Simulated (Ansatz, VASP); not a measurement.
**Ta2PtS4: VASP beside Ansatz**

```
Ta Pt S
1.0
     3.31840   -5.09508    0.00000
     3.31840    5.09508    0.00000
     0.00000    0.00000    3.56718
Ta Pt S
2 1 4
Direct
  0.50000 0.00000 0.50000
  0.00000 0.50000 0.50000
  0.00000 0.00000 0.00000
  0.77340 0.77340 0.50000
  0.22660 0.22660 0.50000
  0.67586 0.32414 0.00000
  0.32414 0.67586 0.00000
```

Change from the starting cell: species swapped into the Li2MnBr4 type (Cmmm, No. 65).

Alike in both runs: functional PBE; k mesh 4 × 4 × 6; occupations gaussian, width 0.1 eV; no spin polarisation.

Ansatz relaxed the structure, and its values are those at the end. VASP's run is a single point on that final structure, the one shown.

```csv
,VASP,Ansatz
version,VASP 6.6.1,Ansatz 0.2.0
potentials or method,"VASP PAW PBE potentials, release 64 (Ta_pv, Pt, S), cutoff 520 eV","scalar-relativistic, plane waves, PAW"
valence electrons in the cell,56,68
```

```tsv
	VASP	Ansatz	Ansatz less VASP
gap on the k mesh at the Fermi level (eV)	none	none	-
pressure (GPa)	0.0	0.0	+0.06
rms of the force components (eV/Å)	0.016	0.010	-0.0061
```

A gap of «none» marks a metal or a gap that the smearing closes. VASP's potentials hold 56 valence electrons a cell and Ansatz's 68, so a difference there can come from the potentials and not from the codes.

Neither program's run includes spin-orbit coupling.
